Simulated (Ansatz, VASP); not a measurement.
KLiF2 in VASP and in Ansatz

```
Li K F
1.0
     1.62230    0.93664    5.64890
    -1.62230    0.93664    5.64890
     0.00000   -1.87328    5.64890
Li K F
1 1 2
Direct
  0.00000 0.00000 0.00000
  0.50000 0.50000 0.50000
  0.26895 0.26895 0.26895
  0.73105 0.73105 0.73105
```

Alike in both runs: task single point; functional r2SCAN; k mesh 10 × 10 × 10; no spin polarisation.

```csv
,VASP,Ansatz
version,VASP 6.6.1,Ansatz 0.2.0
potentials or method,"VASP PAW PBE potentials, release 64 (Li_sv, K_sv, F)","plane waves, PAW"
plane-wave cutoff (eV),520,500
occupations,"gaussian, width 0.01 eV",fixed
valence electrons in the cell,26,26
```

```tsv
	VASP	Ansatz	Ansatz less VASP
gap on the k mesh at the Fermi level (eV)	7.47	7.45	-0.021
rms of the force components (eV/Å)	0.021	0.001	-0.0207
```

VASP's potentials were made for PBE, not for r2SCAN. Atom by atom the forces differ by 0.021 eV/Å (rms over components).

Noted on VASP's run: the cutoff is under 1.25 times that of the potentials, so the pressure is a little rough.
